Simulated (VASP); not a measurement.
Runs of VASP 6.6.1 on Ti. The structure is that of space group Fm-3m (No. 225), or close to it. The cells are those of the table. This isn't the form of Ti at room conditions, which is hcp.

```tsv
fixed moment (μB)	cell	pressure (GPa)	moment (μB)
0.75	a = 2.771 Å, angles 60.0°, 1 atom	10.8	0.75
0.125	a = 2.771 Å, angles 60.0°, 1 atom	(b)	0.12
0.625	a = 2.829 Å, angles 60.0°, 1 atom	(a)	0.62
1.0	a = 2.885 Å, angles 60.0°, 1 atom	-3.2	1.00
0.75	a = 2.885 Å, angles 60.0°, 1 atom	-4.6	0.75
```

Alike in all rows: task single point; level LDA; potentials or basis VASP PAW LDA potentials, release 64 (Ti_sv); spin collinear; k mesh 22 × 22 × 22; cutoff (eV) 520; smearing gaussian 0.15 eV.

Task: Fill in the values left out.

Result: (a) 1.4; (b) 8.3.

Caveats: the total moment is fixed, so each spin has its own Fermi level and the state may be an excited one; the cell stands under pressure (at least some runs); the cell stands under tension (at least some runs).
